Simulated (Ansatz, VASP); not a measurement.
One calculation of Ni, two programs

File INCAR:

```
SYSTEM = Ni
PREC = Accurate
ENCUT = 520
EDIFF = 1E-6
ISMEAR = -1
SIGMA = 0.05
LREAL = .FALSE.
LASPH = .TRUE.
NELM = 150
ALGO = Normal
ISIF = 2
LWAVE = .FALSE.
LCHARG = .FALSE.
ISPIN = 2
MAGMOM = 0.607
LORBIT = 11
LMAXMIX = 4
NBANDS = 15
```

File KPOINTS:

```
regular mesh
0
G
  17 17 17
  0 0 0
```

The input POSCAR:

```
Ni
1.0
    0.0000000000      1.7124646296      1.7124646296
    1.7124646296      0.0000000000      1.7124646296
    1.7124646296      1.7124646296      0.0000000000
Ni
1
Direct
    0.0000000000      0.0000000000      0.0000000000
```

Input for Ansatz:

```yaml
crystal:
  lattice:
    - [0.0, 1.7124646296, 1.7124646296]
    - [1.7124646296, 0.0, 1.7124646296]
    - [1.7124646296, 1.7124646296, 0.0]
  atoms:
    - { symbol: Ni, position: [0.0, 0.0, 0.0], spin: 0.607 }
hamiltonian:
  xc: lda
  pseudopotentials:
    kind: paw
    azcp:
      Ni: "pseudopotentials/Ni.paw.azcp"
basis:
  ecutwfc: 420
  fft_grid_basis: typed
kpoints:
  mp_grid: { grid: [17, 17, 17], shift: [0, 0, 0] }
magnetization:
  spin_polarized: true
scf:
  occupations: { method: fermi_dirac, width: 0.05 }
  lower_state_search: "off"
output:
  stress: true
```

Alike in both runs: task single point; functional LDA; k mesh 17 × 17 × 17; occupations fermi-dirac, width 0.05 eV; collinear spin.

```csv
,VASP,Ansatz
version,VASP 6.6.1,Ansatz 0.2.0
potentials or method,"VASP PAW LDA potentials, release 64 (Ni), cutoff 520 eV","plane waves (420 eV) with PAW, scalar-relativistic"
valence electrons in the cell,10,18
```

VASP gave:

```
pressure (GPa)                                                : -0.6
net moment per atom (μB)                                      : 0.55
size of the moment on the site where the two differ most (μB) : 0.55
```

Problem. Estimate Ansatz's values.

Solution. Pressure (GPa): -0.1; net moment per atom (μB): 0.60; size of the moment on the site where the two differ most (μB): 0.62.

Ansatz warns that its potentials were made for another functional, while VASP's fit it. LDA's correlation is that of Perdew and Zunger in VASP and of Perdew and Wang (1992) in Ansatz. Site moments also hang on the region over which each program counts them. VASP's potentials hold 10 valence electrons a cell and Ansatz's 18, so a difference there can come from the potentials and not from the codes.
